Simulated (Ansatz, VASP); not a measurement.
# Two plane-wave programs on SnTe

The input INCAR:

```
SYSTEM = SnTe
  PREC = Accurate
  ENCUT = 600
  EDIFF = 1E-6
  ISMEAR = 0
  SIGMA = 0.1
  LREAL = .FALSE.
  LASPH = .TRUE.
  NELM = 60
  ALGO = Normal
  ISIF = 3
  LWAVE = .FALSE.
  LCHARG = .FALSE.
  GGA = PE
  IBRION = 2
  NSW = 90
  EDIFFG = -0.04
```

File KPOINTS:

```
Automatic mesh
0
G
  6 6 6
  0 0 0
```

Contents of POSCAR:

```
SnTe
1.0
   -2.2416074019      2.2416074019      3.4525223604
    2.2416074019     -2.2416074019      3.4525223604
    2.2416074019      2.2416074019     -3.4525223604
Sn Te
1 1
Direct
    0.7201614099      0.7201614099      0.0000000000
    0.1548385901      0.1548385901      0.0000000000
```

Input for Ansatz:

```yaml
crystal:
  lattice:
    - [-2.2416074019, 2.2416074019, 3.4525223604]
    - [2.2416074019, -2.2416074019, 3.4525223604]
    - [2.2416074019, 2.2416074019, -3.4525223604]
  atoms:
    - { symbol: Sn, position: [0.7201614099, 0.7201614099, 0.0] }
    - { symbol: Te, position: [0.1548385901, 0.1548385901, 0.0] }
basis:
  ecutwfc: 420
kpoints:
  mp_grid: { grid: [6, 6, 6] }
hamiltonian:
  xc: pbe
scf:
  occupations: { method: gaussian, width: 0.1 }
  lower_state_search: "off"
output:
  forces: true
  stress: true
  eigenvalues: true
relax:
  adjacent_minimum: "off"
  f_tol: 0.04
  max_steps: 70
  cell: { stress_tol: 0.4 }
```

Change from the starting cell: species swapped into the CdTe type (Cmc2_1, No. 36).

Alike in both runs: task relaxation of cell and atoms; functional PBE; k mesh 6 × 6 × 6; occupations gaussian, width 0.1 eV; no spin polarisation.

|  | VASP | Ansatz |
| --- | --- | --- |
| version | VASP 6.6.1 | Ansatz 0.2.0 |
| potentials or method | VASP PAW PBE potentials, release 64 (Sn_d, Te), cutoff 600 eV | scalar-relativistic, plane waves, PAW |
| valence electrons in the cell | 20 | 30 |

|  | VASP | Ansatz | Ansatz less VASP |
| --- | --- | --- | --- |
| gap on the k mesh at the Fermi level, each at its own relaxed structure (eV) | 0.62 | 0.51 | -0.114 |
| relaxed volume (Å³/atom) | 33.41 | 33.25 | -0.169 |
| relaxed length of the cell vector where the two differ most in proportion (Å) | 4.569 | 4.555 | -0.0132 |

VASP's potentials hold 20 valence electrons a cell and Ansatz's 30, so a difference there can come from the potentials and not from the codes.

Neither program's run includes spin-orbit coupling.
